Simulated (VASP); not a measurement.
# B4WC (F-43m) in VASP: a series of runs

The runs below take B4WC through single point, relaxation of cell and atoms, with PBE.

Everything below comes from runs of VASP 6.6.1. Logs are shortened: lines on timing, memory, paths and dates and some standing lists are left out, and cuts for length are marked.

**1. The cell of the first run**

It takes space group F-43m (No. 216, cubic). The conventional cell has a = 5.686 Å, b = 5.686 Å, c = 5.686 Å, α = 90.00°, β = 90.00°, γ = 90.00°. B (site symmetry 3m) has 6 B at 1.96 to 2.06 Å and 3 C at 2.35 Å and 3 W at 2.36 Å within 2.6 Å. W (site symmetry -43m) has 12 B at 2.36 Å and 4 C at 2.46 Å within 3.1 Å. Within 3.1 Å of C (site symmetry -43m) lie 12 B at 2.35 Å and 4 W at 2.46 Å.

**2. Single point, PBE**

The input, INCAR:

```
PREC = Accurate
ENCUT = 520
EDIFF = 1E-7
ISMEAR = 0
SIGMA = 0.1
LREAL = False
LASPH = True
NELM = 60
ALGO = Normal
ISIF = 2
LWAVE = False
LCHARG = False
GGA = PE
NBANDS = 24
```

The input, KPOINTS:

```
regular mesh
0
Gamma
  6 6 6
```

The input, POSCAR:

```
B4WC
1.0
    0.0000000000      2.8428008216      2.8428008216
    2.8428008216      0.0000000000      2.8428008216
    2.8428008216      2.8428008216      0.0000000000
B W C
4 1 1
Direct
    0.3780710602      0.8657868194      0.3780710602
    0.3780710602      0.3780710602      0.8657868194
    0.3780710602      0.3780710602      0.3780710602
    0.8657868194      0.3780710602      0.3780710602
    0.0000000000      0.0000000000      0.0000000000
    0.7500000000      0.7500000000      0.7500000000
```

Potentials or basis: VASP PAW PBE potentials, release 64 (B, W_sv, C).

On the command line:

```sh
cat potpaw_PBE.64/B/POTCAR potpaw_PBE.64/W_sv/POTCAR potpaw_PBE.64/C/POTCAR > POTCAR
mpirun -np 1 vasp_std > vasp.out
```

OUTCAR:

```text
PREC = Accurate
   ENCUT = 520
   EDIFF = 1E-7
   ISMEAR = 0
   LREAL = False
   LASPH = True
   NELM = 60
   ISIF = 2
   GGA = PE

 ion  position               nearest neighbor table
   1  0.378  0.866  0.378-   2 1.96   3 1.96   4 1.96   2 2.06   3 2.06   4 2.06   5 2.36   5 2.36
                             5 2.36
   2  0.378  0.378  0.866-   1 1.96   3 1.96   4 1.96   3 2.06   1 2.06   4 2.06   5 2.36   5 2.36
                             5 2.36
   3  0.378  0.378  0.378-   1 1.96   2 1.96   4 1.96   2 2.06   1 2.06   4 2.06   5 2.36   5 2.36
                             5 2.36
   4  0.866  0.378  0.378-   1 1.96   2 1.96   3 1.96   3 2.06   2 2.06   1 2.06   5 2.36   5 2.36
                             5 2.36
   5  0.000  0.000  0.000-   1 2.36   2 2.36   4 2.36   1 2.36   3 2.36   4 2.36   2 2.36   3 2.36
                             4 2.36   1 2.36   2 2.36   3 2.36   6 2.46   6 2.46   6 2.46   6 2.46
   6  0.750  0.750  0.750-   5 2.46   5 2.46   5 2.46   5 2.46

  LATTYP: Found a face centered cubic cell.
 ALAT       =     5.6856016432

  Lattice vectors:

 A1 = (   0.0000000000,   2.8428008216,   2.8428008216)
 A2 = (   2.8428008216,   0.0000000000,   2.8428008216)
 A3 = (   2.8428008216,   2.8428008216,   0.0000000000)

Analysis of symmetry for initial positions (statically):
=====================================================================
 Subroutine PRICEL returns:
 Original cell was already a primitive cell.

 Routine SETGRP: Setting up the symmetry group for a
 face centered cubic supercell.

 Subroutine GETGRP returns: Found 24 space group operations
 (whereof 24 operations were pure point group operations)
 out of a pool of 48 trial point group operations.

The static configuration has the point symmetry T_d .

Analysis of symmetry for dynamics (positions and initial velocities):
=====================================================================
 Subroutine PRICEL returns:
 Original cell was already a primitive cell.

 Routine SETGRP: Setting up the symmetry group for a
 face centered cubic supercell.

 Subroutine GETGRP returns: Found 24 space group operations
 (whereof 24 operations were pure point group operations)
 out of a pool of 48 trial point group operations.

The dynamic configuration has the point symmetry T_d .

 Subroutine INISYM returns: Found 24 space group operations
 (whereof 24 operations are pure point group operations),
 and found     1 'primitive' translations

----------------------------------------------------------------------------------------

                                     Primitive cell

  volume of cell :      45.9483

  direct lattice vectors                    reciprocal lattice vectors
     0.000000000  2.842800822  2.842800822    -0.175882881  0.175882881  0.175882881
     2.842800822  0.000000000  2.842800822     0.175882881 -0.175882881  0.175882881
     2.842800822  2.842800822  0.000000000     0.175882881  0.175882881 -0.175882881

  length of vectors
     4.020327477  4.020327477  4.020327477     0.304638087  0.304638087  0.304638087

  position of ions in fractional coordinates (direct lattice)
     0.378071060  0.865786819  0.378071060
     0.378071060  0.378071060  0.865786819
     0.378071060  0.378071060  0.378071060
     0.865786819  0.378071060  0.378071060
     0.000000000  0.000000000  0.000000000
     0.750000000  0.750000000  0.750000000

  ion indices of the primitive-cell ions
   primitive index   ion index
                 1           1
                 2           2
                 3           3
                 4           4
                 5           5
                 6           6

----------------------------------------------------------------------------------------

 KPOINTS: regular mesh

Automatic generation of k-mesh.
 Grid dimensions read from file:
 generate k-points for:    6    6    6

 Generating k-lattice:

  Cartesian coordinates                     Fractional coordinates (reciprocal lattice)
    -0.029313814  0.029313814  0.029313814     0.166666667  0.000000000  0.000000000
     0.029313814 -0.029313814  0.029313814     0.000000000  0.166666667  0.000000000
     0.029313814  0.029313814 -0.029313814     0.000000000  0.000000000  0.166666667

  Length of vectors
     0.050773014  0.050773014  0.050773014

  Shift w.r.t. Gamma in fractional coordinates (k-lattice)
     0.000000000  0.000000000  0.000000000

 Subroutine IBZKPT returns following result:
 ===========================================

 Found     16 irreducible k-points:

 Following reciprocal coordinates:
            Coordinates               Weight
  0.000000  0.000000  0.000000      1.000000
  0.166667  0.000000  0.000000      8.000000
  0.333333  0.000000  0.000000      8.000000
  0.500000  0.000000  0.000000      4.000000
  0.166667  0.166667  0.000000      6.000000
  0.333333  0.166667  0.000000     24.000000
[... 8 lines left out ...]
 -0.333333  0.333333  0.166667     24.000000
 -0.333333  0.500000  0.166667     12.000000
   k-points           NKPTS =     16   k-points in BZ     NKDIM =     16   number of bands    NBANDS=     24
   number of dos      NEDOS =    301   number of ions     NIONS =      6
   total plane-waves  NPLWV =  27000
   dimension x,y,z NGX =    30 NGY =   30 NGZ =   30
   dimension x,y,z NGXF=    60 NGYF=   60 NGZF=   60
   ions per type =               4   1   1
   NGX,Y,Z   is equivalent  to a cutoff of  12.41, 12.41, 12.41 a.u.
   NGXF,Y,Z  is equivalent  to a cutoff of  24.81, 24.81, 24.81 a.u.
 SYSTEM =  unknown system
   PREC   = accura    normal or accurate (medium, high low for compatibility)
   ISTART =      0    job   : 0-new  1-cont  2-samecut
   ICHARG =      2    charge: 1-file 2-atom 10-const
   ISPIN  =      1    spin polarized calculation?
   LNONCOLLINEAR =      F non collinear calculations
   LSORBIT =      F    spin-orbit coupling
   LASPH  =      T    aspherical Exc in radial PAW
   ENCUT  =  520.0 eV  38.22 Ry    6.18 a.u.   7.48  7.48  7.48*2*pi/ulx,y,z
   NELM   =     60;   NELMIN=  2; NELMDL= -5     # of ELM steps
   EDIFF  = 0.1E-06   stopping-criterion for ELM
   LREAL  =      F    real-space projection
   EDIFFG = 0.1E-05   stopping-criterion for IOM
   NSW    =      0    number of steps for IOM
   IBRION =     -1    ionic relax: 0-MD 1-quasi-New 2-CG
   NFREE  =      0    steps in history (QN), initial steepest desc. (CG)
   ISIF   =      2    stress and relaxation
   ISYM   =      2    0-nonsym 1-usesym 2-fastsym
   POTIM  = 0.5000    time-step for ionic-motion
   TEBEG  =    0.0;   TEEND  =   0.0 temperature during run
   PSTRESS=    0.0 pullay stress
   NELECT =      30.0000    total number of electrons
   NUPDOWN=      -1.0000    fix difference up-down
   EMIN   =  10.00;   EMAX   =-10.00  energy-range for DOS
   EFERMI =   0.00;   METHOD = LEGACY
   ISMEAR =     0;   SIGMA  =   0.10  broadening in eV -4-tet -1-fermi 0-gaus
   EFERMI_NEDOS =   21; number of points for ismear=-14 and -15
   IALGO  =     38    algorithm
   IMIX   =      4    mixing-type and parameters
     AMIX     =   0.40;   BMIX     =  1.00
     AMIX_MAG =   1.60;   BMIX_MAG =  1.00
  volume/ion in A,a.u.               =       7.66        51.68
  Fermi-wavevector in a.u.,A,eV,Ry     =   1.420230  2.683846 27.443693  2.017055
  Thomas-Fermi vector in A             =   2.541168
   LORBIT       =      0    0 simple, 1 ext, 2 COOP (PROOUT), +10 PAW based schemes
   GGA     = PE    functional components
   LHFCALC =     F    Hartree Fock is set to
   AEXX    =    0.0000 exact exchange contribution
   IVDW    =     0    specifies the selected vdW correction
   LEPSILON=     F    determine dielectric tensor
   LRPA    =     F    only Hartree local field effects (RPA)
 non-spin polarized calculation
 Gauss-broadening in eV      SIGMA  =   0.10
  energy-cutoff  :      520.00
  volume of cell :       45.95
 maximum number of plane-waves:      1258
 NGX is ok and might be reduce to    30
   NGX = 15   NGY = 15   NGZ = 15

 number of electron      29.9999999 magnetization

 Free energy of the ion-electron system (eV)
  ---------------------------------------------------
  ext. energy  EPLUGINS =         0.00000000
  ---------------------------------------------------
  free energy    TOTEN  =       -42.57900589 eV

  energy without entropy =      -42.56691199  energy(sigma->0) =      -42.57295894

 E-fermi :  10.5636     XC(G=0): -13.2583

 val. band max:       10.5395251497   @ k =   0.5000   0.3333   0.0000
 cond. band min:      10.6011252705   @ k =  -0.1667   0.1667   0.0000
 fundamental gap:      0.0616001209
 Fermi energy:        10.5636152760

 k-point     1 :       0.0000    0.0000    0.0000
  band No.  band energies     occupation
      1     -63.6576      2.00000
      2     -27.9961      2.00000
      3     -27.9961      2.00000
      4     -27.9961      2.00000
      5      -6.3668      2.00000
      6       1.8114      2.00000
[... 16 lines left out ...]
     23      17.6673      0.00000
     24      18.8216      0.00000

 k-point     2 :       0.1667    0.0000    0.0000
  band No.  band energies     occupation
      1     -63.6574      2.00000
      2     -28.0088      2.00000
      3     -27.9983      2.00000
      4     -27.9983      2.00000
      5      -5.9976      2.00000
      6       0.4936      2.00000
[... 16 lines left out ...]
     23      17.2470      0.00000
     24      19.6418      0.00000

 k-point     3 :       0.3333    0.0000    0.0000
  band No.  band energies     occupation
      1     -63.6570      2.00000
      2     -28.0340      2.00000
      3     -28.0025      2.00000
      4     -28.0025      2.00000
      5      -4.9557      2.00000
      6      -1.4777      2.00000
[... 16 lines left out ...]
     23      16.6791      0.00000
     24      17.9381      0.00000

 k-point     4 :       0.5000    0.0000    0.0000
  band No.  band energies     occupation
      1     -63.6568      2.00000
      2     -28.0466      2.00000
      3     -28.0046      2.00000
      4     -28.0046      2.00000
      5      -3.6363      2.00000
      6      -3.1051      2.00000
[... 16 lines left out ...]
     23      16.2854      0.00000
     24      17.4017      0.00000

 k-point     5 :       0.1667    0.1667    0.0000
  band No.  band energies     occupation
      1     -63.6573      2.00000
      2     -28.0086      2.00000
      3     -28.0012      2.00000
      4     -28.0012      2.00000
      5      -5.8764      2.00000
      6       0.5377      2.00000
[... 16 lines left out ...]
     23      16.7887      0.00000
     24      19.8212      0.00000

 k-point     6 :       0.3333    0.1667    0.0000
  band No.  band energies     occupation
      1     -63.6570      2.00000
      2     -28.0272      2.00000
      3     -28.0060      2.00000
      4     -28.0058      2.00000
      5      -5.0637      2.00000
      6      -0.7499      2.00000
[... 16 lines left out ...]
     23      16.5573      0.00000
     24      18.3563      0.00000
[... 163 lines left out ...]
 k-point    13 :       0.5000    0.5000    0.0000
  band No.  band energies     occupation
      1     -63.6566      2.00000
      2     -28.0453      2.00000
      3     -28.0162      2.00000
      4     -28.0162      2.00000
      5      -2.8186      2.00000
      6      -2.4554      2.00000
[... 16 lines left out ...]
     23      18.4865      0.00000
     24      18.6433      0.00000

 k-point    14 :       0.5000    0.3333    0.1667
  band No.  band energies     occupation
      1     -63.6567      2.00000
      2     -28.0345      2.00000
      3     -28.0179      2.00000
      4     -28.0089      2.00000
      5      -4.1052      2.00000
      6      -1.2110      2.00000
[... 16 lines left out ...]
     23      16.5967      0.00000
     24      17.1373      0.00000

 k-point    15 :      -0.3333    0.3333    0.1667
  band No.  band energies     occupation
      1     -63.6566      2.00000
      2     -28.0363      2.00000
      3     -28.0242      2.00000
      4     -28.0119      2.00000
      5      -2.9828      2.00000
      6      -2.3375      2.00000
[... 16 lines left out ...]
     23      16.5383      0.00000
     24      17.3023      0.00000

 k-point    16 :      -0.3333    0.5000    0.1667
  band No.  band energies     occupation
      1     -63.6565      2.00000
      2     -28.0380      2.00000
      3     -28.0235      2.00000
      4     -28.0163      2.00000
      5      -2.5204      2.00000
      6      -2.2938      2.00000
[... 16 lines left out ...]
     23      16.7705      0.00000
     24      17.5710      0.00000

------------------------ aborting loop because EDIFF is reached ----------------------------------------

  FORCE on cell =-STRESS in cart. coord.  units (eV):
  Direction    XX          YY          ZZ          XY          YZ          ZX
  --------------------------------------------------------------------------------------
  -------------------------------------------------------------------------------------
  Total        0.1266927      0.1266927      0.1266927     -0.0000000      0.0000000      0.0000000
  in kB        4.4176659      4.4176659      4.4176659     -0.0000000      0.0000000      0.0000000
  external PRESSURE =       4.4176659 kB  Pullay stress =       0.0000000 kB

 VOLUME and BASIS-vectors are now :
 -----------------------------------------------------------------------------
  energy-cutoff  :      520.00
  volume of cell :       45.95
      direct lattice vectors                 reciprocal lattice vectors
     0.000000000  2.842800822  2.842800822    -0.175882881  0.175882881  0.175882881
     2.842800822  0.000000000  2.842800822     0.175882881 -0.175882881  0.175882881
     2.842800822  2.842800822  0.000000000     0.175882881  0.175882881 -0.175882881

 POSITION                                       TOTAL-FORCE (eV/Angst)
 -----------------------------------------------------------------------------------
      3.53604      2.14956      3.53604         0.007400     -0.007400      0.007400
      3.53604      3.53604      2.14956         0.007400      0.007400     -0.007400
      2.14956      2.14956      2.14956        -0.007400     -0.007400     -0.007400
      2.14956      3.53604      3.53604        -0.007400      0.007400      0.007400
      0.00000      0.00000      0.00000         0.000000      0.000000      0.000000
      4.26420      4.26420      4.26420         0.000000      0.000000      0.000000
 -----------------------------------------------------------------------------------
    total drift:                               -0.000000     -0.000000     -0.000000

  FREE ENERGIE OF THE ION-ELECTRON SYSTEM (eV)
  ---------------------------------------------------
  free  energy   TOTEN  =       -42.5790058875 eV

  energy  without entropy=      -42.5669119897  energy(sigma->0) =      -42.57295894
```

Wall time 18 s (1 thread of Intel Xeon Platinum 8259CL at 2.50GHz (Skylake/Cascade Lake), shared host); peak memory 0.17 GiB.

What came out:

| Item | Value |
| --- | --- |
| Free energy | -42.5790 eV |
| Pressure | 0.4 GPa |
| Largest force | 0.013 eV/Å |
| Band gap on the k mesh | zero (bands 15 and 16 overlap by 0.01 eV) |

Forces in eV/Å, atoms in the order of the input:
```
B    0.007 -0.007  0.007
B    0.007  0.007 -0.007
B   -0.007 -0.007 -0.007
B   -0.007  0.007  0.007
W    0.000  0.000  0.000
C    0.000  0.000  0.000
```

Levels at points of the mesh, in eV from the Fermi level:
```tsv
k point	band 12	band 13	band 14	band 15	band 16	band 17	band 18	band 19
(0.00, 0.00, 0.00)	-5.43	-3.28	-3.28	-3.28	0.51	0.51	0.51	5.70
(0.50, 0.00, 0.00)	-4.89	-3.08	-3.08	-0.18	1.99	2.38	2.38	4.81
(0.50, 0.50, 0.00)	-2.38	-2.38	-0.95	-0.92	1.74	1.87	2.20	2.27
```

Caveat: spin-orbit coupling is left out, which moves the levels of the heavy elements.

**3. Single point, PBE**

This run uses another cell than the first one, of 7.79 Å³/atom.

The input, INCAR:

```
SYSTEM = B4WC
PREC = Accurate
ENCUT = 520
EDIFF = 1E-6
ISMEAR = 0
SIGMA = 0.1
LREAL = .False.
LASPH = .True.
NELM = 80
ALGO = Normal
ISIF = 2
LWAVE = .False.
LCHARG = .True.
GGA = PE
LELF = .True.
LVHAR = .True.
NBANDS = 24
```

The input, KPOINTS:

```
regular mesh
0
Gamma
  6 6 6
  0 0 0
```

The input, POSCAR:

```
B4WC
1.0
    0.0000000000      2.8588359836      2.8588359836
    2.8588359836      0.0000000000      2.8588359836
    2.8588359836      2.8588359836      0.0000000000
B W C
4 1 1
Direct
    0.3750000000      0.8750000000      0.3750000000
    0.3750000000      0.3750000000      0.8750000000
    0.3750000000      0.3750000000      0.3750000000
    0.8750000000      0.3750000000      0.3750000000
    0.0000000000      0.0000000000      0.0000000000
    0.7500000000      0.7500000000      0.7500000000
```

Potentials or basis: VASP PAW PBE potentials, release 64 (B, W_sv, C).

On the command line:

```sh
cat potpaw_PBE.64/B/POTCAR potpaw_PBE.64/W_sv/POTCAR potpaw_PBE.64/C/POTCAR > POTCAR
mpirun -np 1 vasp_std > vasp.out
```

It took 19 s on 1 thread of Intel Xeon Platinum 8259CL at 2.50GHz (Skylake/Cascade Lake), shared host; peak memory 0.17 GiB.

The run converged. Its results:

- Free energy: -42.5538 eV
- Pressure: -4.5 GPa
- Band gap on the k mesh: 0.03 eV (least direct gap 0.60 eV)

Levels at points of the mesh, in eV from the valence-band top:
```csv
k point,band 12,band 13,band 14,band 15,band 16,band 17,band 18,band 19
"(0.00, 0.00, 0.00)",-5.29,-3.03,-3.03,-3.03,0.41,0.41,0.41,5.59
"(0.50, 0.00, 0.00)",-4.96,-2.98,-2.98,-0.08,1.82,2.58,2.58,4.73
"(0.50, 0.50, 0.00)",-2.42,-2.42,-0.82,-0.59,1.52,1.82,1.89,2.42
```

Caveat: the cell stands under tension; the smearing spreads over this small gap; spin-orbit coupling is left out, which moves the levels of the heavy elements. A k mesh can miss the band edges.

(Part 1 of 2 ends here.)

The gap in the log of VASP goes by the Fermi energy; the results here count the filled bands.